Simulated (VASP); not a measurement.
Here is a VASP 6.6.1 calculation.

File INCAR:

```
SYSTEM = Rh
PREC = Accurate
ENCUT = 520
EDIFF = 1E-6
ISMEAR = 0
SIGMA = 0.1
LREAL = .FALSE.
LASPH = .TRUE.
NELM = 100
ALGO = Normal
ISIF = 2
LWAVE = .FALSE.
LCHARG = .FALSE.
NBANDS = 22
```

Contents of KPOINTS:

```
Automatic mesh
0
G
  18 18 10
  0 0 0
```

File POSCAR:

```
Rh
1.0
    2.6699663535      0.0000000000      0.0000000000
   -1.3349831768      2.3122586894      0.0000000000
    0.0000000000      0.0000000000      4.2990650831
Rh
2
Direct
    0.3333333333      0.6666666667      0.2500000000
    0.6666666667      0.3333333333      0.7500000000
```

Potentials or basis: VASP PAW LDA potentials, release 64 (Rh_pv).

Run with:

```console
$ cat potpaw_LDA.64/Rh_pv/POTCAR > POTCAR
$ mpirun -np 1 vasp_std > vasp.out
```

**Question.** Estimate the band gap on the k mesh.

**Answer.** Zero (band 15 reaches 13.18 eV, above the bottom of band 16 at 10.58 eV).

**Question.** What does it give for the pressure?

**Answer.** 0.9 GPa.
